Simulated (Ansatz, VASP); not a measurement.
Two plane-wave programs on AgCl

```
CELL_PARAMETERS angstrom
0.00000 2.81475 2.81475
2.81475 0.00000 2.81475
2.81475 2.81475 0.00000
ATOMIC_POSITIONS crystal
Ag 0.50000 0.50000 0.50000
Cl 0.00000 0.00000 0.00000
```

Change from the starting cell: strain +0.015 along x and y, +0.015 along z, atoms carried along.

Alike in both runs: task single point; functional r2SCAN; k mesh 8 × 8 × 8; occupations gaussian, width 0.05 eV; no spin polarisation.

|  | VASP | Ansatz |
| --- | --- | --- |
| version | VASP 6.6.1 | Ansatz 0.2.0 |
| potentials or method | VASP PAW PBE potentials, release 64 (Ag, Cl), cutoff 520 eV | scalar-relativistic, plane waves, PAW |
| valence electrons in the cell | 18 | 26 |

```csv
,VASP,Ansatz,Ansatz less VASP
gap on the k mesh at the Fermi level (eV),1.43,1.48,+0.052
least direct gap on the mesh (eV),3.56,3.60,+0.044
pressure (GPa),-2.1,-2.0,+0.08
```

VASP's potentials were made for PBE, not for r2SCAN. VASP's potentials hold 18 valence electrons a cell and Ansatz's 26, so a difference there can come from the potentials and not from the codes.
